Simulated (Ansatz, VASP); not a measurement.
One calculation of Pb, two programs

```xyz
2
Lattice="-2.8961 2.8626 1.5646 2.8626 -2.8961 1.5646 2.9616 2.9616 -1.6259" Properties=species:S:1:pos:R:3 pbc="T T T"
Pb    0.0743    5.8155   -0.0614
Pb    0.0157    2.9124    0.7516
```

Alike in both runs: task single point; functional LDA; k mesh 12 × 12 × 8; occupations fermi-dirac, width 0.1 eV; no spin polarisation.

```csv
,VASP,Ansatz
version,VASP 6.6.1,Ansatz 0.2.0
potentials or method,"VASP PAW LDA potentials, release 64 (Pb_d), cutoff 520 eV","plane waves (420 eV) with PAW, scalar-relativistic"
valence electrons in the cell,28,28
```

```csv
,VASP,Ansatz,Ansatz less VASP
pressure (GPa),8.8,8.6,-0.14
"traceless stress, the component that is largest in VASP (GPa)",0.32,0.32,-0.010
```

Ansatz warns that its potentials were made for another functional, while VASP's fit it. LDA's correlation is that of Perdew and Zunger in VASP and of Perdew and Wang (1992) in Ansatz.

Neither program's run includes spin-orbit coupling.
